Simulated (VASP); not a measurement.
A run of VASP 6.6.1 is set up as follows.

INCAR

```
PREC = Accurate
ENCUT = 600
EDIFF = 1E-6
ISMEAR = -1
SIGMA = 0.05
LREAL = False
LASPH = True
NELM = 60
ALGO = Normal
ISIF = 3
LWAVE = False
LCHARG = False
GGA = PS
IBRION = 2
NSW = 80
EDIFFG = -0.01
PSTRESS = 300.0
```

The input KPOINTS:

```
Automatic mesh
0
Gamma
  7 7 7
```

POSCAR

```
RbBr
1.0
    0.0000000000      3.4270000000      3.4270000000
    3.4270000000      0.0000000000      3.4270000000
    3.4270000000      3.4270000000      0.0000000000
Rb Br
1 1
Direct
    0.0000000000      0.0000000000      0.0000000000
    0.5000000000      0.5000000000      0.5000000000
```

Potentials or basis: VASP PAW PBE potentials, release 64 (Rb_sv, Br).

The run is started by

```console
$ cat potpaw_PBE.64/Rb_sv/POTCAR potpaw_PBE.64/Br/POTCAR > POTCAR
$ mpirun -np 1 vasp_std > vasp.out
```

**Question.** Predict the band gap on the k mesh.

**Answer.** 4.00 eV.

**Question.** What does it give for the relaxed volume?

**Answer.** 23.42 Å³/atom.

Final structure:
```
Rb Br
1.0
     0.00000    2.86109    2.86109
     2.86109    0.00000    2.86109
     2.86109    2.86109    0.00000
Rb Br
1 1
Cartesian
  0.0000 2.8611 2.8611
  2.8611 2.8611 2.8611
```

Caveat: the cell is relaxed towards a set pressure, so the run minimises the enthalpy, not the energy; the volume moved by over 15 % at a fixed basis, so the end points are rough; the PAW data sets were made with another functional, which shifts forces and pressure a little; an odd mesh through Γ misses points on the zone boundary, where band edges can lie.
